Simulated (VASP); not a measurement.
# SiC (P6_3mc) in VASP: settings compared

SiC is run at these levels: RPBE, PBEsol, BLYP+D3(BJ); tasks: single point, relaxation of cell and atoms.

Program: VASP 6.6.1. These are calculated values, not measurements. Logs are shortened: lines on timing, memory, paths and dates and some standing lists are left out, and cuts for length are marked.

## (1) The cell of the first run

It takes space group P6_3mc (No. 186, hexagonal). The conventional cell has a = 3.095 Å, b = 3.095 Å, c = 15.170 Å, α = 90.00°, β = 90.00°, γ = 120.00°. Si (site symmetry 3m) has 4 C at 1.90 Å within 2.5 Å. Si (site symmetry 3m) has 4 C at 1.90 Å within 2.5 Å. Si (site symmetry 3m) has 4 C at 1.90 Å within 2.5 Å. C (site symmetry 3m) has 4 Si at 1.90 Å within 2.5 Å. C (site symmetry 3m) has 4 Si at 1.90 Å within 2.5 Å. C (site symmetry 3m) has 4 Si at 1.90 Å within 2.5 Å.

## (2) Single point, RPBE

Input file INCAR:

```
SYSTEM = SiC
PREC = Accurate
ENCUT = 520
EDIFF = 1E-6
ISMEAR = -1
SIGMA = 0.05
LREAL = .FALSE.
LASPH = .TRUE.
NELM = 60
ALGO = Normal
ISIF = 2
LWAVE = .FALSE.
LCHARG = .TRUE.
GGA = RP
LELF = .TRUE.
LVHAR = .TRUE.
NBANDS = 36
```

Input file KPOINTS:

```
regular mesh
0
G
  10 10 2
  0 0 0
```

Input file POSCAR:

```
SiC
1.0
    3.0950000000      0.0000000000      0.0000000000
   -1.5475000000      2.6803486247      0.0000000000
    0.0000000000      0.0000000000     15.1700000000
Si C
6 6
Direct
    0.6666666667      0.3333333333      0.4583000000
    0.3333333333      0.6666666667      0.9583000000
    0.6666666667      0.3333333333      0.7917000000
    0.3333333333      0.6666666667      0.2917000000
    0.0000000000      0.0000000000      0.6250000000
    0.0000000000      0.0000000000      0.1250000000
    0.6666666667      0.3333333333      0.3333000000
    0.3333333333      0.6666666667      0.8333000000
    0.6666666667      0.3333333333      0.6667000000
    0.3333333333      0.6666666667      0.1667000000
    0.0000000000      0.0000000000      0.5000000000
    0.0000000000      0.0000000000      0.0000000000
```

Potentials or basis: VASP PAW PBE potentials, release 64 (Si, C).

Command:

```sh
> cat potpaw_PBE.64/Si/POTCAR potpaw_PBE.64/C/POTCAR > POTCAR
> mpirun -np 1 vasp_std > vasp.out
```

OUTCAR:

```text
SYSTEM = SiC
   PREC = Accurate
   ENCUT = 520
   EDIFF = 1E-6
   ISMEAR = -1
   LREAL = .FALSE.
   LASPH = .TRUE.
   NELM = 60
   ISIF = 2
   GGA = RP

 ion  position               nearest neighbor table
   1  0.667  0.333  0.458-  11 1.90  11 1.90  11 1.90   7 1.90   4 3.10   4 3.10   4 3.10   5 3.10
                             5 3.10   5 3.10
   2  0.333  0.667  0.958-  12 1.90  12 1.90  12 1.90   8 1.90   3 3.10   3 3.10   3 3.10   6 3.10
                             6 3.10   6 3.10
   3  0.667  0.333  0.792-   8 1.90   8 1.90   8 1.90   9 1.90   2 3.10   2 3.10   2 3.10   5 3.10
                             5 3.10   5 3.10
   4  0.333  0.667  0.292-   7 1.90   7 1.90   7 1.90  10 1.90   1 3.10   1 3.10   1 3.10   6 3.10
                             6 3.10   6 3.10
   5  0.000  0.000  0.625-   9 1.90   9 1.90   9 1.90  11 1.90   3 3.10   1 3.10   3 3.10   1 3.10
                             1 3.10   3 3.10
   6  0.000  0.000  0.125-  10 1.90  10 1.90  10 1.90  12 1.90   4 3.10   2 3.10   2 3.10   4 3.10
                             4 3.10   2 3.10
   7  0.667  0.333  0.333-   4 1.90   4 1.90   4 1.90   1 1.90
   8  0.333  0.667  0.833-   3 1.90   3 1.90   3 1.90   2 1.90
   9  0.667  0.333  0.667-   5 1.90   5 1.90   5 1.90   3 1.90
  10  0.333  0.667  0.167-   6 1.90   6 1.90   6 1.90   4 1.90
  11  0.000  0.000  0.500-   1 1.90   1 1.90   1 1.90   5 1.90
  12  0.000  0.000  0.000-   2 1.90   2 1.90   2 1.90   6 1.90

  LATTYP: Found a hexagonal cell.
 ALAT       =     3.0950000000
 C/A-ratio  =     4.9014539580

  Lattice vectors:

 A1 = (   3.0950000000,   0.0000000000,   0.0000000000)
 A2 = (  -1.5475000000,   2.6803486247,   0.0000000000)
 A3 = (   0.0000000000,   0.0000000000,  15.1700000000)

Analysis of symmetry for initial positions (statically):
=====================================================================
 Subroutine PRICEL returns:
 Original cell was already a primitive cell.

 Routine SETGRP: Setting up the symmetry group for a
 hexagonal supercell.

 Subroutine GETGRP returns: Found 12 space group operations
 (whereof  6 operations were pure point group operations)
 out of a pool of 24 trial point group operations.

The static configuration has the point symmetry C_3v.
 The point group associated with its full space group is C_6v.

[... 140 lines left out ...]
   ISYM   =      2    0-nonsym 1-usesym 2-fastsym
   POTIM  = 0.5000    time-step for ionic-motion
   TEBEG  =    0.0;   TEEND  =   0.0 temperature during run
   PSTRESS=    0.0 pullay stress
   NELECT =      48.0000    total number of electrons
   NUPDOWN=      -1.0000    fix difference up-down
   EMIN   =  10.00;   EMAX   =-10.00  energy-range for DOS
   EFERMI =   0.00;   METHOD = LEGACY
   ISMEAR =    -1;   SIGMA  =   0.05  broadening in eV -4-tet -1-fermi 0-gaus
   EFERMI_NEDOS =   21; number of points for ismear=-14 and -15
   IALGO  =     38    algorithm
   IMIX   =      4    mixing-type and parameters
     AMIX     =   0.40;   BMIX     =  1.00
     AMIX_MAG =   1.60;   BMIX_MAG =  1.00
  volume/ion in A,a.u.               =      10.49        70.77
  Fermi-wavevector in a.u.,A,eV,Ry     =   1.187252  2.243580 19.178312  1.409566
  Thomas-Fermi vector in A             =   2.323407
   LORBIT       =      0    0 simple, 1 ext, 2 COOP (PROOUT), +10 PAW based schemes
   GGA     = RP    functional components
   LHFCALC =     F    Hartree Fock is set to
   AEXX    =    0.0000 exact exchange contribution
   IVDW    =     0    specifies the selected vdW correction
   LEPSILON=     F    determine dielectric tensor
   LRPA    =     F    only Hartree local field effects (RPA)
 non-spin polarized calculation
  energy-cutoff  :      520.00
  volume of cell :      125.85
 maximum number of plane-waves:      3436
 NGX is ok and might be reduce to    24
   NGX = 11   NGY = 11   NGZ = 57

 number of electron      48.0000002 magnetization

 Free energy of the ion-electron system (eV)
  ---------------------------------------------------
  ext. energy  EPLUGINS =         0.00000000
  ---------------------------------------------------
  free energy    TOTEN  =       -85.93740873 eV

  energy without entropy =      -85.93740873  energy(sigma->0) =      -85.93740873

 E-fermi :   9.1066     XC(G=0): -11.2281

 val. band max:        8.0928746497   @ k =   0.0000   0.0000   0.0000
 cond. band min:      10.1276025376   @ k =   0.5000  -0.0000   0.0000
 fundamental gap:      2.0347278878
 Fermi energy:         9.1066177383

 k-point     1 :       0.0000    0.0000    0.0000
  band No.  band energies     occupation
      1      -7.2789      2.00000
      2      -6.7681      2.00000
      3      -6.7224      2.00000
      4      -5.2548      2.00000
      5      -5.2216      2.00000
      6      -3.7717      2.00000
[... 925 lines left out ...]
     35      15.5870      0.00000
     36      15.5870      0.00000

 [... further k-points ...]

------------------------ aborting loop because EDIFF is reached ----------------------------------------

  FORCE on cell =-STRESS in cart. coord.  units (eV):
  Direction    XX          YY          ZZ          XY          YZ          ZX
  --------------------------------------------------------------------------------------
  -------------------------------------------------------------------------------------
  Total        2.1070652      2.1070652      2.6868686      0.0000000      0.0000000      0.0000000
  in kB       26.8256988     26.8256988     34.2073552      0.0000000      0.0000000      0.0000000
  external PRESSURE =      29.2862510 kB  Pullay stress =       0.0000000 kB

 VOLUME and BASIS-vectors are now :
 -----------------------------------------------------------------------------
  energy-cutoff  :      520.00
  volume of cell :      125.85
      direct lattice vectors                 reciprocal lattice vectors
     3.095000000  0.000000000  0.000000000     0.323101777  0.186542898  0.000000000
    -1.547500000  2.680348625  0.000000000     0.000000000  0.373085796  0.000000000
     0.000000000  0.000000000 15.170000000     0.000000000  0.000000000  0.065919578

 POSITION                                       TOTAL-FORCE (eV/Angst)
 -----------------------------------------------------------------------------------
      1.54750      0.89345      6.95241        -0.000000      0.000000      0.058390
     -0.00000      1.78690     14.53741         0.000000     -0.000000      0.058390
      1.54750      0.89345     12.01009         0.000000     -0.000000      0.026801
     -0.00000      1.78690      4.42509         0.000000      0.000000      0.026801
      0.00000      0.00000      9.48125        -0.000000      0.000000      0.039270
      0.00000      0.00000      1.89625         0.000000     -0.000000      0.039270
      1.54750      0.89345      5.05616        -0.000000      0.000000     -0.015944
     -0.00000      1.78690     12.64116         0.000000     -0.000000     -0.015944
      1.54750      0.89345     10.11384        -0.000000      0.000000      0.032094
     -0.00000      1.78690      2.52884         0.000000     -0.000000      0.032094
      0.00000      0.00000      7.58500        -0.000000      0.000000     -0.140611
      0.00000      0.00000      0.00000         0.000000      0.000000     -0.140611
 -----------------------------------------------------------------------------------
    total drift:                                0.000000      0.000000     -0.000673

  FREE ENERGIE OF THE ION-ELECTRON SYSTEM (eV)
  ---------------------------------------------------
  free  energy   TOTEN  =       -85.9374087305 eV

  energy  without entropy=      -85.9374087304  energy(sigma->0) =      -85.93740873
```

stdout:

```text
POSCAR found type information on POSCAR SiC
 POSCAR found :  2 types and      12 ions
 scaLAPACK will be used
 -----------------------------------------------------------------------------
|                                                                             |
|                                                                             |
|     You enforced a specific xc type in the INCAR file but a different       |
|     I HOPE YOU KNOW WHAT YOU ARE DOING!                                     |
|                                                                             |
 -----------------------------------------------------------------------------

 LDA part: xc-table for (Slater+PW92), standard interpolation
 POSCAR, INCAR and KPOINTS ok, starting setup
 FFT: planning ... GRIDC
 FFT: planning ... GRID_SOFT
 FFT: planning ... GRID
 WAVECAR not read
 entering main loop
```

It took 3.1 min on 1 thread of Intel Xeon Platinum 8259CL at 2.50GHz (Skylake/Cascade Lake), shared host; peak memory 0.28 GiB.

What came out:

```yaml
Free_energy: -85.9374 eV
Pressure: 2.9 GPa
Largest_force: 0.141 eV/Å
Band_gap_on_the_k_mesh: 2.03 eV (least direct gap 3.12 eV)
```

Forces on the atoms (eV/Å):
```
Si   0.000  0.000  0.058
Si   0.000  0.000  0.058
Si   0.000  0.000  0.027
Si   0.000  0.000  0.027
Si   0.000  0.000  0.039
Si   0.000  0.000  0.039
C    0.000  0.000 -0.016
C    0.000  0.000 -0.016
C    0.000  0.000  0.032
C    0.000  0.000  0.032
C    0.000  0.000 -0.141
C    0.000  0.000 -0.141
```

Stress tensor (GPa, compression positive):
```
2.68 0.00 0.00
0.00 2.68 0.00
0.00 0.00 3.42
```

Levels at points of the mesh, in eV from the valence-band top:
```
           k point  band 21  band 22  band 23  band 24  band 25  band 26  band 27  band 28
(0.00, 0.00, 0.00)    -0.30    -0.04     0.00     0.00     5.08     5.25     5.66     6.16
(0.50, 0.00, 0.00)    -1.80    -1.76    -1.65    -1.09     2.03     2.22     3.22     3.89
(0.00, 0.00, 0.50)    -0.10    -0.10    -0.10    -0.10     5.15     5.15     5.89     5.89
(0.50, 0.00, 0.50)    -1.70    -1.70    -1.29    -1.29     2.08     2.08     3.44     3.44
```

Caveat: the PAW data sets were made with another functional, which shifts forces and pressure a little. A k mesh can miss the band edges.

(Continued in part 2 of 2.)
